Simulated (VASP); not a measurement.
# Be27H in VASP: notebook, part 2 of 2

VASP 6.6.1. Earlier steps stand in the parts before.

### 3 Single point, PBE

File INCAR:

```
SYSTEM = Be27H
PREC = Accurate ; ENCUT = 520
EDIFF = 1E-6 ; ISMEAR = -1
SIGMA = 0.15 ; LREAL = Auto
LASPH = .TRUE. ; NELM = 100
ALGO = Normal ; ISIF = 2
LWAVE = .FALSE. ; LCHARG = .TRUE.
GGA = PE ; LELF = .TRUE.
LVHAR = .TRUE. ; NBANDS = 48
```

File KPOINTS:

```
Automatic mesh
0
G
  2 2 1
  0 0 0
```

File POSCAR:

```
Be27H
1.0
    6.8700000000      0.0000000000      0.0000000000
    3.4350000000      5.9495950000      0.0000000000
    0.0000000000      0.0000000000     14.5884300000
Be H
27 1
Direct
    0.0000000000      0.0000000000      0.0685474722
    0.3333333333      0.0000000000      0.0685474722
    0.6666666667      0.0000000000      0.0685474722
   -0.0000001401      0.3333336135      0.0685474722
    0.3333331933      0.3333336135      0.0685474722
    0.6666665266      0.3333336135      0.0685474722
   -0.0000002801      0.6666672269      0.0685474722
    0.3333330532      0.6666672269      0.0685474722
    0.6666663865      0.6666672269      0.0685474722
   -0.1261565260      0.2176114509      0.1948530445
    0.2015248102      0.1912735237      0.2053887910
    0.5397332629      0.2065014509      0.2093576896
   -0.1382398852      0.5812832638      0.1833987619
    0.2249048435      0.5917041412      0.2320331934
    0.5929298096      0.5036309194      0.2011319930
   -0.1094830493      0.8772193738      0.1881696660
    0.2232409453      0.8747990409      0.2004945015
    0.5192902018      0.8881444871      0.1988013789
    0.0319187401     -0.0412465050      0.3216110301
    0.3254932102     -0.0181188804      0.3248533255
    0.6735689485     -0.0345905898      0.3267932190
   -0.0089122621      0.3361069115      0.3252920294
    0.3698805425      0.2548240679      0.3613000165
    0.6281665411      0.3449478494      0.3482417231
   -0.0063078181      0.6598936566      0.3166344836
    0.3471443679      0.6428000561      0.3557408165
    0.6170394770      0.6766342919      0.3119252723
    0.8503574127      0.2445544613      0.3856892071
```

Potentials or basis: VASP PAW PBE potentials, release 64 (Be, H).

Started as:

```sh
cat potpaw_PBE.64/Be/POTCAR potpaw_PBE.64/H/POTCAR > POTCAR
mpirun -np 1 vasp_std > vasp.out
```

OUTCAR:

```text
SYSTEM = Be27H
   PREC = Accurate
   ENCUT = 520
   EDIFF = 1E-6
   ISMEAR = -1
   LREAL = Auto
   LASPH = .TRUE.
   NELM = 100
   ISIF = 2
   GGA = PE

 ion  position               nearest neighbor table
   1  0.000  0.000  0.069-  16 2.23  10 2.26   7 2.29   8 2.29   2 2.29   3 2.29   4 2.29   6 2.29
                            17 2.34
   2  0.333  0.000  0.069-  18 2.20   8 2.29   9 2.29   1 2.29   3 2.29   4 2.29   5 2.29  11 2.31
                            17 2.38
   3  0.667  0.000  0.069-  16 2.20   7 2.29   9 2.29   1 2.29   2 2.29   6 2.29   5 2.29
   4  1.000  0.333  0.069-  13 2.23   6 2.29   5 2.29   9 2.29   7 2.29   2 2.29   1 2.29  10 2.34
                            11 2.35
   5  0.333  0.333  0.069-   6 2.29   4 2.29   8 2.29   7 2.29   3 2.29   2 2.29
   6  0.667  0.333  0.069-  15 2.18  10 2.22   5 2.29   4 2.29   9 2.29   8 2.29   3 2.29   1 2.29
[... 13 lines left out ...]
  14  0.225  0.592  0.232-  25 1.88  17 1.99  26 2.09  16 2.24  15 2.33
  15  0.593  0.504  0.201-  10 1.95  27 2.06  13 2.18   6 2.18  12 2.25  14 2.33  24 2.36
  16  0.891  0.877  0.188-  13 2.14   7 2.15   3 2.20   1 2.23  14 2.24  25 2.28  17 2.28  10 2.29
                            12 2.36  19 2.36
  17  0.223  0.875  0.200-  14 1.99  18 2.08  19 2.10  11 2.10  20 2.20  16 2.28   8 2.29   1 2.34
                            10 2.38   2 2.38
  18  0.519  0.888  0.199-  27 2.08  17 2.08  11 2.14  20 2.17   2 2.20  13 2.25  12 2.27   9 2.33
                            21 2.34
  19  0.032  0.959  0.322-  20 2.10  17 2.10  25 2.20  26 2.22  16 2.36
  20  0.325  0.982  0.325-  27 2.06  19 2.10  23 2.11  11 2.15  18 2.17  17 2.20  26 2.30  21 2.34
                            22 2.37
  21  0.674  0.965  0.327-  23 2.10  25 2.16  27 2.21  12 2.24  18 2.34  20 2.34
  22  0.991  0.336  0.325-  11 2.17  25 2.24  10 2.36  20 2.37
  23  0.370  0.255  0.361-  21 2.10  20 2.11  24 2.16
  24  0.628  0.345  0.348-  28 1.43  26 1.99  23 2.16  27 2.30  15 2.36
  25  0.994  0.660  0.317-  14 1.88  21 2.16  19 2.20  22 2.24  16 2.28  13 2.32
  26  0.347  0.643  0.356-  24 1.99  27 2.08  14 2.09  19 2.22  20 2.30
  27  0.617  0.677  0.312-  20 2.06  15 2.06  18 2.08  26 2.08  21 2.21  24 2.30  13 2.38
  28  0.850  0.245  0.386-  24 1.43

  LATTYP: Found a hexagonal cell.
 ALAT       =     6.8700004122
 C/A-ratio  =     2.1234976892

  Lattice vectors:

 A1 = (  -3.4350000000,  -5.9495950000,   0.0000000000)
 A2 = (   6.8700000000,   0.0000000000,   0.0000000000)
 A3 = (   0.0000000000,   0.0000000000,  14.5884300000)

Analysis of symmetry for initial positions (statically):
=====================================================================
 Subroutine PRICEL returns:
 Original cell was already a primitive cell.

 Routine SETGRP: Setting up the symmetry group for a
 hexagonal supercell.

 Subroutine GETGRP returns: Found  1 space group operations
 (whereof  1 operations were pure point group operations)
 out of a pool of 24 trial point group operations.

The static configuration has the point symmetry C_1 .

Analysis of symmetry for dynamics (positions and initial velocities):
=====================================================================
 Subroutine PRICEL returns:
 Original cell was already a primitive cell.

 Routine SETGRP: Setting up the symmetry group for a
 hexagonal supercell.

 Subroutine GETGRP returns: Found  1 space group operations
 (whereof  1 operations were pure point group operations)
[... 113 lines left out ...]
  0.500000  0.500000  0.000000      1.000000
  0.000000  0.500000  0.000000      1.000000
   k-points           NKPTS =      4   k-points in BZ     NKDIM =      4   number of bands    NBANDS=     48
   number of dos      NEDOS =    301   number of ions     NIONS =     28
   total plane-waves  NPLWV = 314928
   dimension x,y,z NGX =    54 NGY =   54 NGZ =  108
   dimension x,y,z NGXF=   108 NGYF=  108 NGZF=  216
   ions per type =              27   1
   NGX,Y,Z   is equivalent  to a cutoff of  13.07, 13.07, 12.31 a.u.
   NGXF,Y,Z  is equivalent  to a cutoff of  26.13, 26.13, 24.61 a.u.
 SYSTEM =  Be27H
   PREC   = accura    normal or accurate (medium, high low for compatibility)
   ISTART =      0    job   : 0-new  1-cont  2-samecut
   ICHARG =      2    charge: 1-file 2-atom 10-const
   ISPIN  =      1    spin polarized calculation?
   LNONCOLLINEAR =      F non collinear calculations
   LSORBIT =      F    spin-orbit coupling
   LASPH  =      T    aspherical Exc in radial PAW
   ENCUT  =  520.0 eV  38.22 Ry    6.18 a.u.  12.77 12.77 27.12*2*pi/ulx,y,z
   NELM   =    100;   NELMIN=  2; NELMDL= -5     # of ELM steps
   EDIFF  = 0.1E-05   stopping-criterion for ELM
   LREAL  =      T    real-space projection
   EDIFFG = 0.1E-04   stopping-criterion for IOM
   NSW    =      0    number of steps for IOM
   IBRION =     -1    ionic relax: 0-MD 1-quasi-New 2-CG
   NFREE  =      0    steps in history (QN), initial steepest desc. (CG)
   ISIF   =      2    stress and relaxation
   ISYM   =      2    0-nonsym 1-usesym 2-fastsym
   POTIM  = 0.5000    time-step for ionic-motion
   TEBEG  =    0.0;   TEEND  =   0.0 temperature during run
   PSTRESS=    0.0 pullay stress
   NELECT =      55.0000    total number of electrons
   NUPDOWN=      -1.0000    fix difference up-down
   EMIN   =  10.00;   EMAX   =-10.00  energy-range for DOS
   EFERMI =   0.00;   METHOD = LEGACY
   ISMEAR =    -1;   SIGMA  =   0.15  broadening in eV -4-tet -1-fermi 0-gaus
   EFERMI_NEDOS =   21; number of points for ismear=-14 and -15
   IALGO  =     38    algorithm
   IMIX   =      4    mixing-type and parameters
     AMIX     =   0.40;   BMIX     =  1.00
     AMIX_MAG =   1.60;   BMIX_MAG =  1.00
  volume/ion in A,a.u.               =      21.30       143.71
  Fermi-wavevector in a.u.,A,eV,Ry     =   0.739682  1.397796  7.444141  0.547129
  Thomas-Fermi vector in A             =   1.833903
   LORBIT       =      0    0 simple, 1 ext, 2 COOP (PROOUT), +10 PAW based schemes
   GGA     = PE    functional components
   LHFCALC =     F    Hartree Fock is set to
   AEXX    =    0.0000 exact exchange contribution
   IVDW    =     0    specifies the selected vdW correction
   LEPSILON=     F    determine dielectric tensor
   LRPA    =     F    only Hartree local field effects (RPA)
 non-spin polarized calculation
  energy-cutoff  :      520.00
  volume of cell :      596.28
 maximum number of plane-waves:     16058
 NGX is ok and might be reduce to    54
   NGX = 25   NGY = 25   NGZ = 55

 number of electron      55.0000000 magnetization

 Free energy of the ion-electron system (eV)
  ---------------------------------------------------
  ext. energy  EPLUGINS =         0.00000000
  ---------------------------------------------------
  free energy    TOTEN  =       -92.54622262 eV

  energy without entropy =      -92.00784500  energy(sigma->0) =      -92.27703381

 E-fermi :  -0.5298     XC(G=0):  -5.3611

 val. band max:       -0.5368054777   @ k =   0.0000   0.0000   0.0000
 cond. band min:      -0.5103655096   @ k =   0.5000   0.5000   0.0000
 fundamental gap:      0.0264399681
 Fermi energy:        -0.5297534132

 k-point     1 :       0.0000    0.0000    0.0000
  band No.  band energies     occupation
      1     -10.1651      2.00000
      2      -8.3723      2.00000
      3      -7.4395      2.00000
      4      -7.2203      2.00000
      5      -7.1515      2.00000
      6      -6.9615      2.00000
[... 157 lines left out ...]
     38       2.9432      0.00000
     39       3.0207      0.00000
 [bands above 39 left out]

------------------------ aborting loop because EDIFF is reached ----------------------------------------

  FORCE on cell =-STRESS in cart. coord.  units (eV):
  Direction    XX          YY          ZZ          XY          YZ          ZX
  --------------------------------------------------------------------------------------
  -------------------------------------------------------------------------------------
  Total      -15.8310816    -13.7531444     -3.7146497     -2.9516581      3.8953683      0.4155356
  in kB      -42.5371583    -36.9538667     -9.9810391     -7.9309266     10.4666189      1.1165191
  external PRESSURE =     -29.8240213 kB  Pullay stress =       0.0000000 kB

 VOLUME and BASIS-vectors are now :
 -----------------------------------------------------------------------------
  energy-cutoff  :      520.00
  volume of cell :      596.28
      direct lattice vectors                 reciprocal lattice vectors
     6.870000000  0.000000000  0.000000000     0.145560408 -0.084039334  0.000000000
     3.435000000  5.949595000  0.000000000     0.000000000  0.168078668  0.000000000
     0.000000000  0.000000000 14.588430000     0.000000000  0.000000000  0.068547472

 POSITION                                       TOTAL-FORCE (eV/Angst)
 -----------------------------------------------------------------------------------
      0.00000      0.00000      1.00000         0.116420     -0.029284      0.035813
      2.29000      0.00000      1.00000        -0.095093      0.026699      0.056751
      4.58000      0.00000      1.00000        -0.345111     -0.049671      0.399759
      8.01500      1.98320      1.00000        -0.013379     -0.169665      0.133942
      3.43500      1.98320      1.00000        -0.223679      0.139517      0.149413
      5.72500      1.98320      1.00000        -0.244996     -0.218039      0.271604
[... 20 lines left out ...]
      6.56330      4.02570      4.55050         1.236848     -0.717131      0.953563
      6.68200      1.45500      5.62660         0.902041     -0.362350     -0.059702
 -----------------------------------------------------------------------------------
    total drift:                                0.000165     -0.000598      0.001145

  FREE ENERGIE OF THE ION-ELECTRON SYSTEM (eV)
  ---------------------------------------------------
  free  energy   TOTEN  =       -92.5462226243 eV

  energy  without entropy=      -92.0078449978  energy(sigma->0) =      -92.27703381
```

Run time: 3.5 min. Hardware: 1 thread of Intel Xeon 6975P-C (Granite Rapids), shared host; peak memory 0.62 GiB.

Results:

| Quantity | Value |
| --- | --- |
| Free energy | -92.5462 eV |
| Largest force | 2.697 eV/Å |

Forces on the atoms (eV/Å):
```
Be   0.116 -0.029  0.036
Be  -0.095  0.027  0.057
Be  -0.345 -0.050  0.400
Be  -0.013 -0.170  0.134
Be  -0.224  0.140  0.149
Be  -0.245 -0.218  0.272
Be   0.367 -0.411 -0.342
Be  -0.143 -0.250  0.253
Be  -0.644  0.233 -0.274
Be   0.151 -0.914 -0.019
Be   0.436  0.548 -0.277
Be   0.995  0.303 -0.330
Be   0.664 -1.048  1.802
Be  -0.283 -1.716 -2.062
Be  -1.458  1.378 -0.257
Be   0.175  0.334  1.109
Be   0.629  0.536 -0.548
Be   1.041  0.137 -0.435
Be  -1.351  0.446  0.039
Be   0.547  0.186  0.335
Be   0.017 -0.008 -0.212
Be  -0.657 -0.322  0.244
Be  -0.558  1.793 -0.932
Be   0.668 -0.849 -1.029
Be  -1.094  0.190  1.224
Be  -0.835  0.812 -0.231
Be   1.237 -0.717  0.954
H    0.902 -0.362 -0.060
```

Caveat: the k points lie up to 0.53 Å⁻¹ apart.
